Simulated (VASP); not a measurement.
# GaAs (F-43m) in VASP: notebook

GaAs is run at these levels: PBE; tasks: single point.

All numbers are computed with VASP 6.6.1; they aren't measurements. Logs are shortened: lines on timing, memory, paths and dates and some standing lists are left out, and cuts for length are marked.

## Step 1: The cell of the first run

Symmetry: F-43m, No. 216, cubic system. Conventional cell: a = 5.452 Å, b = 5.452 Å, c = 5.452 Å, α = 90.00°, β = 90.00°, γ = 90.00°. Within 3.1 Å of Ga (site symmetry -43m) lie 4 As at 2.36 Å. As (site symmetry -43m) has 4 Ga at 2.36 Å within 3.1 Å.

## Step 2: Single point, PBE

INCAR

```
ALGO = Normal
EDIFF = 1E-6
ENCUT = 500
GGA = PE
GGA_COMPAT = F
ISIF = 2
ISMEAR = 0
LASPH = T
LCHARG = F
LREAL = F
LWAVE = F
NBANDS = 16
NELM = 120
PREC = Accurate
SIGMA = 0.01
```

KPOINTS

```
k-points
0
Gamma
  4 4 4
```

POSCAR

```
GaAs
1.0
    0.0000000000      2.7261250000      2.7261250000
    2.7261250000      0.0000000000      2.7261250000
    2.7261250000      2.7261250000      0.0000000000
Ga As
1 1
Direct
    0.0000000000      0.0000000000      0.0000000000
    0.2500000000      0.2500000000      0.2500000000
```

Potentials or basis: VASP PAW PBE potentials, release 64 (Ga_d, As).

The run is started by

```
$ cat potpaw_PBE.64/Ga_d/POTCAR potpaw_PBE.64/As/POTCAR > POTCAR
$ mpirun -np 1 vasp_std > vasp.out
```

OUTCAR:

```text
EDIFF = 1E-6
   ENCUT = 500
   GGA = PE
   ISIF = 2
   ISMEAR = 0
   LASPH = T
   LREAL = F
   NELM = 120
   PREC = Accurate

 ion  position               nearest neighbor table
   1  0.000  0.000  0.000-   2 2.36   2 2.36   2 2.36   2 2.36
   2  0.250  0.250  0.250-   1 2.36   1 2.36   1 2.36   1 2.36

  LATTYP: Found a face centered cubic cell.
 ALAT       =     5.4522500000

  Lattice vectors:

 A1 = (   0.0000000000,   2.7261250000,   2.7261250000)
 A2 = (   2.7261250000,   0.0000000000,   2.7261250000)
 A3 = (   2.7261250000,   2.7261250000,   0.0000000000)

Analysis of symmetry for initial positions (statically):
=====================================================================
 Subroutine PRICEL returns:
 Original cell was already a primitive cell.

 Routine SETGRP: Setting up the symmetry group for a
 face centered cubic supercell.

 Subroutine GETGRP returns: Found 24 space group operations
 (whereof 24 operations were pure point group operations)
 out of a pool of 48 trial point group operations.

The static configuration has the point symmetry T_d .

Analysis of symmetry for dynamics (positions and initial velocities):
=====================================================================
 Subroutine PRICEL returns:
 Original cell was already a primitive cell.

 Routine SETGRP: Setting up the symmetry group for a
 face centered cubic supercell.

 Subroutine GETGRP returns: Found 24 space group operations
 (whereof 24 operations were pure point group operations)
 out of a pool of 48 trial point group operations.

The dynamic configuration has the point symmetry T_d .

 Subroutine INISYM returns: Found 24 space group operations
 (whereof 24 operations are pure point group operations),
 and found     1 'primitive' translations

----------------------------------------------------------------------------------------

                                     Primitive cell

  volume of cell :      40.5198

  direct lattice vectors                    reciprocal lattice vectors
     0.000000000  2.726125000  2.726125000    -0.183410519  0.183410519  0.183410519
     2.726125000  0.000000000  2.726125000     0.183410519 -0.183410519  0.183410519
     2.726125000  2.726125000  0.000000000     0.183410519  0.183410519 -0.183410519

  length of vectors
     3.855322948  3.855322948  3.855322948     0.317676337  0.317676337  0.317676337

  position of ions in fractional coordinates (direct lattice)
     0.000000000  0.000000000  0.000000000
     0.250000000  0.250000000  0.250000000

  ion indices of the primitive-cell ions
   primitive index   ion index
                 1           1
                 2           2

----------------------------------------------------------------------------------------

 KPOINTS: k-points

Automatic generation of k-mesh.
 Grid dimensions read from file:
 generate k-points for:    4    4    4

 Generating k-lattice:

  Cartesian coordinates                     Fractional coordinates (reciprocal lattice)
    -0.045852630  0.045852630  0.045852630     0.250000000  0.000000000  0.000000000
     0.045852630 -0.045852630  0.045852630     0.000000000  0.250000000  0.000000000
     0.045852630  0.045852630 -0.045852630     0.000000000  0.000000000  0.250000000

  Length of vectors
     0.079419084  0.079419084  0.079419084

  Shift w.r.t. Gamma in fractional coordinates (k-lattice)
     0.000000000  0.000000000  0.000000000

 Subroutine IBZKPT returns following result:
 ===========================================

 Found      8 irreducible k-points:

 Following reciprocal coordinates:
            Coordinates               Weight
  0.000000  0.000000  0.000000      1.000000
  0.250000  0.000000  0.000000      8.000000
  0.500000  0.000000  0.000000      4.000000
  0.250000  0.250000  0.000000      6.000000
  0.500000  0.250000  0.000000     24.000000
 -0.250000  0.250000  0.000000     12.000000
  0.500000  0.500000  0.000000      3.000000
 -0.250000  0.500000  0.250000      6.000000
   k-points           NKPTS =      8   k-points in BZ     NKDIM =      8   number of bands    NBANDS=     16
   number of dos      NEDOS =    301   number of ions     NIONS =      2
   total plane-waves  NPLWV =  21952
   dimension x,y,z NGX =    28 NGY =   28 NGZ =   28
   dimension x,y,z NGXF=    56 NGYF=   56 NGZF=   56
   ions per type =               1   1
   NGX,Y,Z   is equivalent  to a cutoff of  12.07, 12.07, 12.07 a.u.
   NGXF,Y,Z  is equivalent  to a cutoff of  24.15, 24.15, 24.15 a.u.
 SYSTEM =  unknown system
   PREC   = accura    normal or accurate (medium, high low for compatibility)
   ISTART =      0    job   : 0-new  1-cont  2-samecut
   ICHARG =      2    charge: 1-file 2-atom 10-const
   ISPIN  =      1    spin polarized calculation?
   LNONCOLLINEAR =      F non collinear calculations
   LSORBIT =      F    spin-orbit coupling
   LASPH  =      T    aspherical Exc in radial PAW
   ENCUT  =  500.0 eV  36.75 Ry    6.06 a.u.   7.03  7.03  7.03*2*pi/ulx,y,z
   NELM   =    120;   NELMIN=  2; NELMDL= -5     # of ELM steps
   EDIFF  = 0.1E-05   stopping-criterion for ELM
   LREAL  =      F    real-space projection
   EDIFFG = 0.1E-04   stopping-criterion for IOM
   NSW    =      0    number of steps for IOM
   IBRION =     -1    ionic relax: 0-MD 1-quasi-New 2-CG
   NFREE  =      0    steps in history (QN), initial steepest desc. (CG)
   ISIF   =      2    stress and relaxation
   ISYM   =      2    0-nonsym 1-usesym 2-fastsym
   POTIM  = 0.5000    time-step for ionic-motion
   TEBEG  =    0.0;   TEEND  =   0.0 temperature during run
   PSTRESS=    0.0 pullay stress
   NELECT =      18.0000    total number of electrons
   NUPDOWN=      -1.0000    fix difference up-down
   EMIN   =  10.00;   EMAX   =-10.00  energy-range for DOS
   EFERMI =   0.00;   METHOD = LEGACY
   ISMEAR =     0;   SIGMA  =   0.01  broadening in eV -4-tet -1-fermi 0-gaus
   EFERMI_NEDOS =   21; number of points for ismear=-14 and -15
   IALGO  =     38    algorithm
   IMIX   =      4    mixing-type and parameters
     AMIX     =   0.40;   BMIX     =  1.00
     AMIX_MAG =   1.60;   BMIX_MAG =  1.00
  volume/ion in A,a.u.               =      20.26       136.72
  Fermi-wavevector in a.u.,A,eV,Ry     =   1.249137  2.360526 21.229742  1.560342
  Thomas-Fermi vector in A             =   2.383191
   LORBIT       =      0    0 simple, 1 ext, 2 COOP (PROOUT), +10 PAW based schemes
   GGA     = PE    functional components
   LHFCALC =     F    Hartree Fock is set to
   AEXX    =    0.0000 exact exchange contribution
   IVDW    =     0    specifies the selected vdW correction
   LEPSILON=     F    determine dielectric tensor
   LRPA    =     F    only Hartree local field effects (RPA)
 non-spin polarized calculation
 Gauss-broadening in eV      SIGMA  =   0.01
  energy-cutoff  :      500.00
  volume of cell :       40.52
 maximum number of plane-waves:      1056
   NGX = 13   NGY = 13   NGZ = 13

 number of electron      18.0000017 magnetization

 Free energy of the ion-electron system (eV)
  ---------------------------------------------------
  ext. energy  EPLUGINS =         0.00000000
  ---------------------------------------------------
  free energy    TOTEN  =        -7.82177963 eV

  energy without entropy =       -7.82177963  energy(sigma->0) =       -7.82177963

 E-fermi :   5.1395     XC(G=0): -10.0606

 val. band max:        5.0692942499   @ k =   0.0000   0.0000   0.0000
 cond. band min:       6.2769428402   @ k =   0.5000   0.5000   0.0000
 fundamental gap:      1.2076485903
 Fermi energy:         5.1395471864

 k-point     1 :       0.0000    0.0000    0.0000
  band No.  band energies     occupation
      1     -10.0265      2.00000
      2     -10.0265      2.00000
      3     -10.0265      2.00000
      4      -9.9180      2.00000
      5      -9.9180      2.00000
      6      -8.5034      2.00000
[... 8 lines left out ...]
     15      15.4330      0.00000
     16      15.4330      0.00000

 k-point     2 :       0.2500    0.0000    0.0000
  band No.  band energies     occupation
      1     -10.0955      2.00000
      2     -10.0105      2.00000
      3     -10.0105      2.00000
      4      -9.9177      2.00000
      5      -9.9177      2.00000
      6      -7.6873      2.00000
[... 8 lines left out ...]
     15      14.2221      0.00000
     16      14.2221      0.00000

 k-point     3 :       0.5000    0.0000    0.0000
  band No.  band energies     occupation
      1     -10.1474      2.00000
      2      -9.9993      2.00000
      3      -9.9993      2.00000
      4      -9.9124      2.00000
      5      -9.9124      2.00000
      6      -6.3686      2.00000
[... 8 lines left out ...]
     15      17.4525      0.00000
     16      17.4525      0.00000

 k-point     4 :       0.2500    0.2500    0.0000
  band No.  band energies     occupation
      1     -10.1218      2.00000
      2      -9.9921      2.00000
      3      -9.9921      2.00000
      4      -9.9364      2.00000
      5      -9.9091      2.00000
      6      -7.4177      2.00000
[... 8 lines left out ...]
     15      16.4893      0.00000
     16      17.1410      0.00000

 k-point     5 :       0.5000    0.2500    0.0000
  band No.  band energies     occupation
      1     -10.1593      2.00000
      2      -9.9843      2.00000
      3      -9.9759      2.00000
      4      -9.9349      2.00000
      5      -9.9082      2.00000
      6      -6.0432      2.00000
[... 8 lines left out ...]
     15      17.5881      0.00000
     16      18.3384      0.00000

 k-point     6 :      -0.2500    0.2500    0.0000
  band No.  band energies     occupation
      1     -10.1407      2.00000
      2      -9.9940      2.00000
      3      -9.9902      2.00000
      4      -9.9213      2.00000
      5      -9.9183      2.00000
      6      -6.5553      2.00000
[... 8 lines left out ...]
     15      15.9826      0.00000
     16      18.4915      0.00000

 k-point     7 :       0.5000    0.5000    0.0000
  band No.  band energies     occupation
      1     -10.1842      2.00000
      2      -9.9586      2.00000
      3      -9.9556      2.00000
      4      -9.9556      2.00000
      5      -9.9001      2.00000
      6      -5.4753      2.00000
[... 8 lines left out ...]
     15      18.8503      0.00000
     16      18.9860      0.00000

 k-point     8 :      -0.2500    0.5000    0.2500
  band No.  band energies     occupation
      1     -10.1675      2.00000
      2      -9.9817      2.00000
      3      -9.9650      2.00000
      4      -9.9337      2.00000
      5      -9.9132      2.00000
      6      -5.3846      2.00000
[... 8 lines left out ...]
     15      18.0098      0.00000
     16      19.1201      0.00000

------------------------ aborting loop because EDIFF is reached ----------------------------------------

  FORCE on cell =-STRESS in cart. coord.  units (eV):
  Direction    XX          YY          ZZ          XY          YZ          ZX
  --------------------------------------------------------------------------------------
  -------------------------------------------------------------------------------------
  Total        3.6707674      3.6707674      3.6707674     -0.0000000      0.0000000     -0.0000000
  in kB      145.1443588    145.1443588    145.1443588     -0.0000000      0.0000000     -0.0000000
  external PRESSURE =     145.1443588 kB  Pullay stress =       0.0000000 kB

 VOLUME and BASIS-vectors are now :
 -----------------------------------------------------------------------------
  energy-cutoff  :      500.00
  volume of cell :       40.52
      direct lattice vectors                 reciprocal lattice vectors
     0.000000000  2.726125000  2.726125000    -0.183410519  0.183410519  0.183410519
     2.726125000  0.000000000  2.726125000     0.183410519 -0.183410519  0.183410519
     2.726125000  2.726125000  0.000000000     0.183410519  0.183410519 -0.183410519

 POSITION                                       TOTAL-FORCE (eV/Angst)
 -----------------------------------------------------------------------------------
      0.00000      0.00000      0.00000         0.000000      0.000000      0.000000
      1.36306      1.36306      1.36306        -0.000000     -0.000000     -0.000000
 -----------------------------------------------------------------------------------
    total drift:                                0.000001      0.000001      0.000001

  FREE ENERGIE OF THE ION-ELECTRON SYSTEM (eV)
  ---------------------------------------------------
  free  energy   TOTEN  =        -7.8217796344 eV

  energy  without entropy=       -7.8217796344  energy(sigma->0) =       -7.82177963
```

Wall time 18 s (1 thread of Intel Xeon 8259CL, shared host); peak memory 0.15 GiB.

What came out:

| Item | Value |
| --- | --- |
| Free energy | -7.8218 eV |
| Pressure | 14.5 GPa |
| Band gap on the k mesh | 1.21 eV, indirect (least direct gap 1.36 eV) |

Caveat: the k points lie up to 0.50 Å⁻¹ apart. A k mesh can miss the band edges.

## Step 3: Single point, PBE

INCAR

```
SYSTEM = GaAs
ALGO = Normal ; EDIFF = 1E-6
ENCUT = 500 ; GGA = PE
GGA_COMPAT = .False. ; ISIF = 2
ISMEAR = 0 ; LASPH = .True.
LCHARG = .False. ; LREAL = .False.
LWAVE = .False. ; NBANDS = 16
NELM = 120 ; PREC = Accurate
SIGMA = 0.01
```

KPOINTS

```
k-points
0
Gamma
  4 4 4
  0 0 0
```

POSCAR is that of step 2.

Potentials or basis: VASP PAW PBE potentials, release 64 (Ga_d, As).

The run is started by

```
$ cat potpaw_PBE.64/Ga_d/POTCAR potpaw_PBE.64/As/POTCAR > POTCAR
$ mpirun -np 1 vasp_std > vasp.out
```

Wall time 15 s (1 thread of Intel Xeon 8259CL, shared host); peak memory 0.15 GiB.

Results (log left out):

```
Free energy            : -7.8218 eV
Pressure               : 14.5 GPa
Band gap on the k mesh : 1.21 eV, indirect (least direct gap 1.36 eV)
```

Levels at points of the mesh, in eV from the valence-band top:
```csv
k point,band 6,band 7,band 8,band 9,band 10,band 11,band 12,band 13
"(0.00, 0.00, 0.00)",-13.57,0.00,0.00,0.00,1.36,3.71,3.71,3.71
"(0.50, 0.00, 0.00)",-11.44,-7.31,-1.33,-1.33,1.30,4.62,4.62,7.80
"(0.50, 0.50, 0.00)",-10.54,-7.39,-3.10,-3.10,1.21,1.54,11.04,11.04
```

Caveat: the k points lie up to 0.50 Å⁻¹ apart. A k mesh can miss the band edges.
